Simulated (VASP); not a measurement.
A run of VASP 6.6.1 is set up as follows.

The input INCAR:

```
SYSTEM = Ir
ALGO = Normal ; EDIFF = 1E-6
ENCUT = 500 ; GGA = PS
GGA_COMPAT = .False. ; ISIF = 2
ISMEAR = -1 ; LASPH = .True.
LCHARG = .False. ; LREAL = .False.
LWAVE = .False. ; NBANDS = 10
NELM = 120 ; PREC = Accurate
SIGMA = 0.1
```

File KPOINTS:

```
k-points
0
Gamma
  9 9 9
  0 0 0
```

File POSCAR:

```
Ir
1.0
    0.0000000000      1.9145423054      1.9145423054
    1.9145423054      0.0000000000      1.9145423054
    1.9145423054      1.9145423054      0.0000000000
Ir
1
Direct
    0.0000000000      0.0000000000      0.0000000000
```

Potentials or basis: VASP PAW PBE potentials, release 64 (Ir).

Command:

```sh
$ cat potpaw_PBE.64/Ir/POTCAR > POTCAR
$ mpirun -np 1 vasp_std > vasp.out
```

Predict the band gap on the k mesh.

zero (an odd number of electrons rules out a gap without spin polarisation).

Estimate the pressure.

1.0 GPa.

Caveat: the PAW data sets were made with another functional, which shifts forces and pressure a little; spin-orbit coupling is left out, which moves the levels of the heavy elements.
